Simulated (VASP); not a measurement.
Input of a VASP 6.6.1 run:

The input INCAR:

```
ALGO     = Normal         # electronic algorithm
EDIFF    = 1E-6           # SCF threshold, eV
ENCUT    = 520            # plane-wave cutoff, eV
GGA      = PE             # functional
ISIF     = 2              # what is computed and relaxed
ISMEAR   = 0              # smearing method
LASPH    = True           # aspherical terms in the spheres
LCHARG   = True           # write CHGCAR
LELF     = True           # ELF
LREAL    = False          # projectors in reciprocal space
LVHAR    = True         
LWAVE    = False          # write WAVECAR
NBANDS   = 16             # bands
NELM     = 80             # most SCF steps
PREC     = Accurate       # precision mode
SIGMA    = 0.1            # smearing width, eV
```

File KPOINTS:

```
k-points
0
Gamma
  12 12 16
```

The input POSCAR:

```
MgZrC
1.0
    4.5226351716      0.0000000000      0.0000000000
   -2.2613175858      3.9167169507      0.0000000000
    0.0000000000      0.0000000000      2.7619563880
Mg Zr C
1 1 1
Direct
    0.3333333333      0.6666666667      0.0000000000
    0.0000000000      0.0000000000      0.0000000000
    0.6666666667      0.3333333333      0.5000000000
```

Potentials or basis: VASP PAW PBE potentials, release 64 (Mg, Zr_sv, C).

Launch:

```sh
$ cat potpaw_PBE.64/Mg/POTCAR potpaw_PBE.64/Zr_sv/POTCAR potpaw_PBE.64/C/POTCAR > POTCAR
$ mpirun -np 1 vasp_std > vasp.out
```

Q: Estimate the band gap on the k mesh.

A: Zero (bands 9 and 10 overlap by 0.94 eV).

Q: What does it give for the pressure?

A: 0.0 GPa.
